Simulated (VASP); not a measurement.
Here is a VASP 6.6.1 calculation.

The input INCAR:

```
  ALGO = Normal
  EDIFF = 1E-6
  EDIFFG = -0.005
  ENCUT = 600
  GGA = PS
  IBRION = 2
  ISIF = 3
  ISMEAR = -1
  LASPH = T
  LCHARG = F
  LREAL = F
  LWAVE = F
  NELM = 60
  NSW = 32
  PREC = Accurate
  PSTRESS = 20.0
  SIGMA = 0.05
```

Contents of KPOINTS:

```
k-points
0
Gamma
  5 5 7
```

File POSCAR:

```
Rb
1.0
    7.0580575818      0.0000000000      0.0000000000
   -3.5290287909      6.1124571672      0.0000000000
    0.0000000000      0.0000000000      4.2139317697
Rb
3
Direct
    0.0000000000      0.0000000000      0.0000000000
    0.3333333333      0.6666666667      0.5000000000
    0.6666666667      0.3333333333      0.5000000000
```

Potentials or basis: VASP PAW PBE potentials, release 64 (Rb_sv).

Run with:

```console
$ cat potpaw_PBE.64/Rb_sv/POTCAR > POTCAR
$ mpirun -np 1 vasp_std > vasp.out
```

(1) Predict the relaxed volume.

(2) Estimate the relaxed cell.

(3) What does it give for the space group after relaxing (to 0.1 Å)?

(4) Estimate the band gap on the k mesh.

Answers

(1) 60.70 Å³/atom.

(2) a = 7.059 Å, b = 7.059 Å, c = 4.219 Å, α = 90.00°, β = 90.00°, γ = 120.00°.

(3) P6/mmm (No. 191).

(4) zero (an odd number of electrons rules out a gap without spin polarisation).

Caveat: the cell is relaxed towards a set pressure, so the run minimises the enthalpy, not the energy; the PAW data sets were made with another functional, which shifts forces and pressure a little.
